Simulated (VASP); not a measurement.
H:

```xyz
2
Lattice="-1.6915 1.6915 2.0585 1.6915 -1.6915 2.0585 1.6915 1.6915 -2.0585" Properties=species:S:1:pos:R:3 pbc="T T T"
H     0.0000    0.0000    0.3711
H     0.0000    0.0000    3.7459
```

| Quantity | Value |
| --- | --- |
| Program | VASP 6.6.1 |
| Task | relaxation of cell and atoms |
| Functional | PBEsol |
| Potentials or basis | VASP PAW PBE potentials, release 64 (H_h) |
| Cutoff | 1230 eV |
| k mesh | 11 × 11 × 11 |
| Occupations | fermi-dirac, width 0.05 eV |
| Spin | no spin polarisation |

At the start: pressure 1.1 GPa; volume 11.78 Å³/atom.

Q: Where does the relaxation end?

A: Over 4 steps the energy falls by 2.6 meV/atom and the volume is 11.82 Å³/atom (+0.3 %); space group I4/mmm (No. 139, to 0.1 Å) before and after.

Step by step:
| step | energy change (eV) | largest force (eV/Å) | pressure (GPa) | volume (Å³) |
| --- | --- | --- | --- | --- |
| 1 | 0.0000 | 0.6057 | 1.14 | 23.56 |
| 2 | 0.0318 | 1.4092 | -2.48 | 23.85 |
| 3 | -0.0052 | 0.0179 | 0.08 | 23.63 |
| 4 | -0.0053 | 0.0049 | 0.10 | 23.63 |

Final structure:
```yaml
crystal:
  lattice:
    - [-1.69169, 1.69169, 2.06445]
    - [1.69169, -1.69169, 2.06445]
    - [1.69169, 1.69169, -2.06445]
  atoms:
    - { symbol: H, position: [0.09201, 0.09201, 0.00000] }
    - { symbol: H, position: [0.90799, 0.90799, 0.00000] }
```

Caveat: this functional lacks dispersion, which holds the molecules together, so the pressure and a relaxed volume are unreliable; the PAW data sets were made with another functional, which shifts forces and pressure a little.
